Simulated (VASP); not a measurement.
# ScF5 (F-43m) in VASP: single point with PBE

Aim: the single point of ScF5 with PBE.

Program: VASP 6.6.1. These are calculated values, not measurements. Logs are shortened: lines on timing, memory, paths and dates and some standing lists are left out, and cuts for length are marked.

## 1. The cell of the first run

Symmetry: F-43m, No. 216, cubic system. Conventional cell: a = 6.762 Å, b = 6.762 Å, c = 6.762 Å, α = 90.00°, β = 90.00°, γ = 90.00°. Sc (site symmetry -43m) has 22 F at 2.78 to 3.54 Å within 3.7 Å. F (site symmetry -43m) has 16 F at 2.31 to 3.19 Å within 3.2 Å. F (site symmetry 3m) has 3 F at 1.00 Å within 1.4 Å.

The cell was built from a structure type or drawn by symmetry, and may not be a known phase.

## 2. Single point, PBE, collinear spin

Input file INCAR:

```
ALGO = Normal
EDIFF = 1E-6
ENCUT = 910
GGA = PE
GGA_COMPAT = F
ISIF = 2
ISMEAR = 0
ISPIN = 2
LASPH = T
LCHARG = F
LMAXMIX = 4
LORBIT = 11
LREAL = F
LWAVE = F
MAGMOM = 0 1 1 1 1 1
NBANDS = 36
NELM = 200
PREC = Accurate
SIGMA = 0.1
```

Input file KPOINTS:

```
k-points
0
Gamma
  4 4 4
```

Input file POSCAR:

```
ScF5
1.0
    0.0000000000      3.3807891200      3.3807891200
    3.3807891200      0.0000000000      3.3807891200
    3.3807891200      3.3807891200      0.0000000000
Sc F
1 5
Direct
    0.2500000000      0.2500000000      0.2500000000
    0.7500000000      0.7500000000      0.7500000000
    0.9475932500      0.9475932500      0.9475932500
    0.9475932500      0.9475932500      0.1572202500
    0.9475932500      0.1572202500      0.9475932500
    0.1572202500      0.9475932500      0.9475932500
```

Potentials or basis: VASP PAW PBE potentials, release 64 (Sc_sv, F_h).

Started as:

```console
> cat potpaw_PBE.64/Sc_sv/POTCAR potpaw_PBE.64/F_h/POTCAR > POTCAR
> mpirun -np 1 vasp_std > vasp.out
```

OUTCAR:

```text
EDIFF = 1E-6
   ENCUT = 910
   GGA = PE
   ISIF = 2
   ISMEAR = 0
   ISPIN = 2
   LASPH = T
   LORBIT = 11
   LREAL = F
   NELM = 200
   PREC = Accurate

 ion  position               nearest neighbor table
   1  0.250  0.250  0.250-
   2  0.750  0.750  0.750-
   3  0.948  0.948  0.948-   4 1.00   5 1.00   6 1.00
   4  0.948  0.948  0.157-   3 1.00   5 1.00   6 1.00
   5  0.948  0.157  0.948-   3 1.00   4 1.00   6 1.00
   6  0.157  0.948  0.948-   3 1.00   4 1.00   5 1.00

  LATTYP: Found a face centered cubic cell.
 ALAT       =     6.7615782400

  Lattice vectors:

 A1 = (   0.0000000000,   3.3807891200,   3.3807891200)
 A2 = (   3.3807891200,   0.0000000000,   3.3807891200)
 A3 = (   3.3807891200,   3.3807891200,   0.0000000000)

Analysis of symmetry for initial positions (statically):
=====================================================================
 Subroutine PRICEL returns:
 Original cell was already a primitive cell.

 Routine SETGRP: Setting up the symmetry group for a
 face centered cubic supercell.

 Subroutine GETGRP returns: Found 24 space group operations
 (whereof 24 operations were pure point group operations)
 out of a pool of 48 trial point group operations.

The static configuration has the point symmetry T_d .

Analysis of symmetry for dynamics (positions and initial velocities):
=====================================================================
 Subroutine PRICEL returns:
 Original cell was already a primitive cell.

 Routine SETGRP: Setting up the symmetry group for a
 face centered cubic supercell.

 Subroutine GETGRP returns: Found 24 space group operations
 (whereof 24 operations were pure point group operations)
 out of a pool of 48 trial point group operations.

The dynamic configuration has the point symmetry T_d .

Analysis of structural, dynamic, and magnetic symmetry:
=====================================================================
 Subroutine PRICEL returns:
 Original cell was already a primitive cell.

 Routine SETGRP: Setting up the symmetry group for a
 face centered cubic supercell.

 Subroutine GETGRP returns: Found 24 space group operations
 (whereof 24 operations were pure point group operations)
 out of a pool of 48 trial point group operations.

The overall configuration has the point symmetry T_d .

 Subroutine INISYM returns: Found 24 space group operations
 (whereof 24 operations are pure point group operations),
 and found     1 'primitive' translations

----------------------------------------------------------------------------------------

                                     Primitive cell

  volume of cell :      77.2830

  direct lattice vectors                    reciprocal lattice vectors
     0.000000000  3.380789120  3.380789120    -0.147894466  0.147894466  0.147894466
     3.380789120  0.000000000  3.380789120     0.147894466 -0.147894466  0.147894466
     3.380789120  3.380789120  0.000000000     0.147894466  0.147894466 -0.147894466

  length of vectors
     4.781157825  4.781157825  4.781157825     0.256160728  0.256160728  0.256160728

  position of ions in fractional coordinates (direct lattice)
     0.250000000  0.250000000  0.250000000
     0.750000000  0.750000000  0.750000000
     0.947593250  0.947593250  0.947593250
     0.947593250  0.947593250  0.157220250
     0.947593250  0.157220250  0.947593250
     0.157220250  0.947593250  0.947593250

  ion indices of the primitive-cell ions
   primitive index   ion index
                 1           1
                 2           2
                 3           3
                 4           4
                 5           5
                 6           6

----------------------------------------------------------------------------------------

 KPOINTS: k-points

Automatic generation of k-mesh.
 Grid dimensions read from file:
 generate k-points for:    4    4    4

 Generating k-lattice:

  Cartesian coordinates                     Fractional coordinates (reciprocal lattice)
    -0.036973616  0.036973616  0.036973616     0.250000000  0.000000000  0.000000000
     0.036973616 -0.036973616  0.036973616     0.000000000  0.250000000  0.000000000
     0.036973616  0.036973616 -0.036973616     0.000000000  0.000000000  0.250000000

  Length of vectors
     0.064040182  0.064040182  0.064040182

  Shift w.r.t. Gamma in fractional coordinates (k-lattice)
     0.000000000  0.000000000  0.000000000

 Subroutine IBZKPT returns following result:
 ===========================================

 Found      8 irreducible k-points:

 Following reciprocal coordinates:
            Coordinates               Weight
  0.000000  0.000000  0.000000      1.000000
  0.250000  0.000000  0.000000      8.000000
  0.500000  0.000000  0.000000      4.000000
  0.250000  0.250000  0.000000      6.000000
  0.500000  0.250000  0.000000     24.000000
 -0.250000  0.250000  0.000000     12.000000
  0.500000  0.500000  0.000000      3.000000
 -0.250000  0.500000  0.250000      6.000000
   k-points           NKPTS =      8   k-points in BZ     NKDIM =      8   number of bands    NBANDS=     36
   number of dos      NEDOS =    301   number of ions     NIONS =      6
   total plane-waves  NPLWV = 110592
   dimension x,y,z NGX =    48 NGY =   48 NGZ =   48
   dimension x,y,z NGXF=    96 NGYF=   96 NGZF=   96
   ions per type =               1   5
   NGX,Y,Z   is equivalent  to a cutoff of  16.69, 16.69, 16.69 a.u.
   NGXF,Y,Z  is equivalent  to a cutoff of  33.38, 33.38, 33.38 a.u.
 SYSTEM =  unknown system
   PREC   = accura    normal or accurate (medium, high low for compatibility)
   ISTART =      0    job   : 0-new  1-cont  2-samecut
   ICHARG =      2    charge: 1-file 2-atom 10-const
   ISPIN  =      2    spin polarized calculation?
   LNONCOLLINEAR =      F non collinear calculations
   LSORBIT =      F    spin-orbit coupling
   LASPH  =      T    aspherical Exc in radial PAW
   ENCUT  =  910.0 eV  66.88 Ry    8.18 a.u.  11.76 11.76 11.76*2*pi/ulx,y,z
   NELM   =    200;   NELMIN=  2; NELMDL= -5     # of ELM steps
   EDIFF  = 0.1E-05   stopping-criterion for ELM
   LREAL  =      F    real-space projection
   EDIFFG = 0.1E-04   stopping-criterion for IOM
   NSW    =      0    number of steps for IOM
   IBRION =     -1    ionic relax: 0-MD 1-quasi-New 2-CG
   NFREE  =      0    steps in history (QN), initial steepest desc. (CG)
   ISIF   =      2    stress and relaxation
   ISYM   =      2    0-nonsym 1-usesym 2-fastsym
   POTIM  = 0.5000    time-step for ionic-motion
   TEBEG  =    0.0;   TEEND  =   0.0 temperature during run
   PSTRESS=    0.0 pullay stress
   NELECT =      46.0000    total number of electrons
   NUPDOWN=      -1.0000    fix difference up-down
   EMIN   =  10.00;   EMAX   =-10.00  energy-range for DOS
   EFERMI =   0.00;   METHOD = LEGACY
   ISMEAR =     0;   SIGMA  =   0.10  broadening in eV -4-tet -1-fermi 0-gaus
   EFERMI_NEDOS =   21; number of points for ismear=-14 and -15
   IALGO  =     38    algorithm
   IMIX   =      4    mixing-type and parameters
     AMIX     =   0.40;   BMIX     =  1.00
     AMIX_MAG =   1.60;   BMIX_MAG =  1.00
  volume/ion in A,a.u.               =      12.88        86.92
  Fermi-wavevector in a.u.,A,eV,Ry     =   1.377102  2.602345 25.802214  1.896409
  Thomas-Fermi vector in A             =   2.502286
   LORBIT       =     11    0 simple, 1 ext, 2 COOP (PROOUT), +10 PAW based schemes
   GGA     = PE    functional components
   LHFCALC =     F    Hartree Fock is set to
   AEXX    =    0.0000 exact exchange contribution
   IVDW    =     0    specifies the selected vdW correction
   LEPSILON=     F    determine dielectric tensor
   LRPA    =     F    only Hartree local field effects (RPA)
 spin polarized calculation
 Gauss-broadening in eV      SIGMA  =   0.10
  energy-cutoff  :      910.00
  volume of cell :       77.28
 maximum number of plane-waves:      4909
   NGX = 23   NGY = 23   NGZ = 23

 number of electron      45.9999969 magnetization       1.9997838

 Free energy of the ion-electron system (eV)
  ---------------------------------------------------
  ext. energy  EPLUGINS =         0.00000000
  ---------------------------------------------------
  free energy    TOTEN  =       115.57118134 eV

  energy without entropy =      115.57290482  energy(sigma->0) =      115.57204308

 E-fermi :   4.4951     XC(G=0):  -9.2627

 val. band max:        4.4257017264   @ k =   0.5000   0.5000   0.0000
 cond. band min:       4.7303320289   @ k =   0.0000   0.0000   0.0000
 fundamental gap:      0.3046303025
 Fermi energy:         4.4950672449

 spin component 1

 k-point     1 :       0.0000    0.0000    0.0000
  band No.  band energies     occupation
      1     -69.4682      1.00000
      2     -45.9550      1.00000
      3     -35.9286      1.00000
      4     -35.9286      1.00000
      5     -35.9286      1.00000
      6     -24.6263      1.00000
[... 27 lines left out ...]
     34      13.9994      0.00000
     35      14.6098      0.00000

 k-point     2 :       0.2500    0.0000    0.0000
  band No.  band energies     occupation
      1     -69.4680      1.00000
      2     -45.9551      1.00000
      3     -35.9288      1.00000
      4     -35.9288      1.00000
      5     -35.9288      1.00000
      6     -24.6359      1.00000
[... 27 lines left out ...]
     34      13.9128      0.00000
     35      14.9302      0.00000
[... 188 lines left out ...]
     34      13.6178      0.00000
     35      13.7264      0.00000

 k-point     8 :      -0.2500    0.5000    0.2500
  band No.  band energies     occupation
      1     -69.4680      1.00000
      2     -45.9552      1.00000
      3     -35.9305      1.00000
      4     -35.9298      1.00000
      5     -35.9275      1.00000
      6     -24.6502      1.00000
[... 27 lines left out ...]
     34      15.1132      0.00000
     35      15.2582      0.00000
 Fermi energy:         4.4950672449

 spin component 2

 k-point     1 :       0.0000    0.0000    0.0000
  band No.  band energies     occupation
      1     -68.9154      1.00000
      2     -45.2252      1.00000
      3     -35.6159      1.00000
      4     -35.6159      1.00000
      5     -35.6159      1.00000
      6     -23.8836      1.00000
[... 27 lines left out ...]
     34      14.3071      0.00000
     35      14.8028      0.00000

 k-point     2 :       0.2500    0.0000    0.0000
  band No.  band energies     occupation
      1     -68.9152      1.00000
      2     -45.2253      1.00000
      3     -35.6162      1.00000
      4     -35.6161      1.00000
      5     -35.6161      1.00000
      6     -23.8939      1.00000
[... 27 lines left out ...]
     34      14.1412      0.00000
     35      15.1848      0.00000
[... 188 lines left out ...]
     34      13.9278      0.00000
     35      14.0354      0.00000

 k-point     8 :      -0.2500    0.5000    0.2500
  band No.  band energies     occupation
      1     -68.9151      1.00000
      2     -45.2254      1.00000
      3     -35.6178      1.00000
      4     -35.6171      1.00000
      5     -35.6151      1.00000
      6     -23.9085      1.00000
[... 27 lines left out ...]
     34      15.5613      0.00000
     35      15.5641      0.00000
 [bands above 35 left out]

------------------------ aborting loop because EDIFF is reached ----------------------------------------

  FORCE on cell =-STRESS in cart. coord.  units (eV):
  Direction    XX          YY          ZZ          XY          YZ          ZX
  --------------------------------------------------------------------------------------
  -------------------------------------------------------------------------------------
  Total      182.7332471    182.7332471    182.7332471      0.0000000     -0.0000000      0.0000000
  in kB     3788.2960584   3788.2960584   3788.2960584      0.0000000     -0.0000000      0.0000000
  external PRESSURE =    3788.2960584 kB  Pullay stress =       0.0000000 kB

 VOLUME and BASIS-vectors are now :
 -----------------------------------------------------------------------------
  energy-cutoff  :      910.00
  volume of cell :       77.28
      direct lattice vectors                 reciprocal lattice vectors
     0.000000000  3.380789120  3.380789120    -0.147894466  0.147894466  0.147894466
     3.380789120  0.000000000  3.380789120     0.147894466 -0.147894466  0.147894466
     3.380789120  3.380789120  0.000000000     0.147894466  0.147894466 -0.147894466

 POSITION                                       TOTAL-FORCE (eV/Angst)
 -----------------------------------------------------------------------------------
      1.69039      1.69039      1.69039        -0.000000     -0.000000     -0.000000
      5.07118      5.07118      5.07118        -0.000000     -0.000000     -0.000000
      6.40723      6.40723      6.40723      -127.088659   -127.088659   -127.088659
      3.73514      3.73514      6.40723       127.088659    127.088659   -127.088659
      3.73514      6.40723      3.73514       127.088659   -127.088659    127.088659
      6.40723      3.73514      3.73514      -127.088659    127.088659    127.088659
 -----------------------------------------------------------------------------------
    total drift:                                0.000001      0.000001      0.000001

  FREE ENERGIE OF THE ION-ELECTRON SYSTEM (eV)
  ---------------------------------------------------
  free  energy   TOTEN  =       115.5711813366 eV

  energy  without entropy=      115.5729048165  energy(sigma->0) =      115.57204308

 total charge

# of ion       s       p       d       tot
------------------------------------------
    1        2.336   5.999   1.080   9.415
    2        1.304   3.171   0.000   4.475
    3        1.410   3.649   0.000   5.059
    4        1.410   3.649   0.000   5.059
    5        1.410   3.649   0.000   5.059
    6        1.410   3.649   0.000   5.059
--------------------------------------------------
tot          9.278  23.767   1.080  34.126

 magnetization (x)

# of ion       s       p       d       tot
------------------------------------------
    1        0.015   0.044   0.842   0.901
    2        0.001   0.030   0.000   0.032
    3        0.027   0.045   0.000   0.072
    4        0.027   0.045   0.000   0.072
    5        0.027   0.045   0.000   0.072
    6        0.027   0.045   0.000   0.072
--------------------------------------------------
tot          0.124   0.255   0.842   1.221
```

It took 100 s on 1 thread of Intel Xeon 6975P-C (Granite Rapids), shared host; peak memory 0.43 GiB.

Results:

```yaml
Free_energy: 115.5712 eV
Pressure: 378.8 GPa
Largest_force: 220.124 eV/Å
Band_gap_on_the_k_mesh: zero (filled and empty bands overlap)
Net_moment: 2.00 μB per cell
Site_moments: Sc +0.90; F +0.03, +0.07 (each value once) μB
Valence_electrons_inside_the_program's_atomic_spheres: Sc 9.41; F 4.47, 5.06 (each value once)
```

Forces in eV/Å, atoms in the order of the input:
```
Sc     0.000    0.000    0.000
F      0.000    0.000    0.000
F   -127.089 -127.089 -127.089
F    127.089  127.089 -127.089
F    127.089 -127.089  127.089
F   -127.089  127.089  127.089
```

Levels at points of the mesh, in eV from the Fermi level:
Spin up:
| k point | band 22 | band 23 | band 24 | band 25 | band 26 | band 27 |
| --- | --- | --- | --- | --- | --- | --- |
| (0.00, 0.00, 0.00) | -0.88 | -0.71 | -0.71 | -0.71 | 1.11 | 1.11 |
| (0.50, 0.00, 0.00) | -0.87 | -0.38 | -0.38 | 0.53 | 1.50 | 1.50 |
| (0.50, 0.50, 0.00) | -0.94 | -0.07 | -0.07 | 0.28 | 1.15 | 1.77 |
Spin down:
| k point | band 20 | band 21 | band 22 | band 23 | band 24 | band 25 |
| --- | --- | --- | --- | --- | --- | --- |
| (0.00, 0.00, 0.00) | -0.67 | -0.67 | -0.67 | 0.24 | 0.24 | 0.24 |
| (0.50, 0.00, 0.00) | -0.82 | -0.67 | -0.41 | 0.60 | 0.60 | 1.46 |
| (0.50, 0.50, 0.00) | -0.89 | -0.71 | -0.71 | 0.90 | 0.90 | 0.93 |

Caveat: the k points lie up to 0.40 Å⁻¹ apart, too coarse for converged energies and pressures of a metal; the cutoff is under 1.25 times the usual one of these potentials, so pressure, stress and relaxed cells hold a basis-set (Pulay) error; forces of over 1 eV/Å act on the atoms, so gaps and moduli don't describe the material at rest.
